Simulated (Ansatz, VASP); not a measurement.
**Two plane-wave programs on Si**

POSCAR

```
Si
1.0
   -1.5781074821      1.5781074821      1.3005249022
    1.5781074821     -1.5781074821      1.3005249022
    1.5781074821      1.5781074821     -1.3005249022
Si
1
Direct
    0.0000000000      0.0000000000      0.0000000000
```

Contents of INCAR.step1:

```
SYSTEM = Si
PREC = Accurate
ENCUT = 520
ISMEAR = 0
SIGMA = 0.15
LREAL = .FALSE.
LASPH = .TRUE.
NELM = 100
NBANDS = 8
GGA = PE
ALGO = Normal
EDIFF = 1E-4
LWAVE = .TRUE.
LCHARG = .FALSE.
```

INCAR.step2

```
SYSTEM = Si
PREC = Accurate
ENCUT = 520
EDIFF = 1E-6
ISMEAR = 0
SIGMA = 0.15
LREAL = .FALSE.
LASPH = .TRUE.
NELM = 100
ALGO = Normal
ISIF = 2
LWAVE = .FALSE.
LCHARG = .TRUE.
METAGGA = R2SCAN
LMIXTAU = .TRUE.
LELF = .TRUE.
LVHAR = .TRUE.
NBANDS = 8
ISTART = 1
```

The input KPOINTS:

```
Automatic mesh
0
G
  22 22 22
  0 0 0
```

Input for Ansatz:

```yaml
crystal:
  lattice:
    - [-1.5781074821, 1.5781074821, 1.3005249022]
    - [1.5781074821, -1.5781074821, 1.3005249022]
    - [1.5781074821, 1.5781074821, -1.3005249022]
  atoms:
    - { symbol: Si, position: [0.0, 0.0, 0.0] }
basis:
  ecutwfc: 500
kpoints:
  mp_grid: { grid: [22, 22, 22] }
hamiltonian:
  xc: r2scan
scf:
  occupations: { method: gaussian, width: 0.15 }
output:
  forces: true
  stress: true
  eigenvalues: true
```

Change from the starting cell: strain -0.030 along x and y, -0.015 along z, atoms carried along.

Alike in both runs: task single point; functional r2SCAN; k mesh 22 × 22 × 22; occupations gaussian, width 0.15 eV; no spin polarisation.

|  | VASP | Ansatz |
| --- | --- | --- |
| version | VASP 6.6.1 | Ansatz 0.2.0 |
| potentials or method | VASP PAW PBE potentials, release 64 (Si), cutoff 520 eV | scalar-relativistic, plane waves, PAW |
| valence electrons in the cell | 4 | 4 |

```tsv
	VASP	Ansatz	Ansatz less VASP
gap on the k mesh at the Fermi level (eV)	none	none	-
pressure (GPa)	8.7	8.7	-0.06
traceless stress, the component that is largest in VASP (GPa)	-2.68	-2.64	+0.038
```

VASP's potentials were made for PBE, not for r2SCAN. A gap of «none» marks a metal or a gap that the smearing closes. The functional is the same, so the differences come from potentials, cutoffs and numerics.
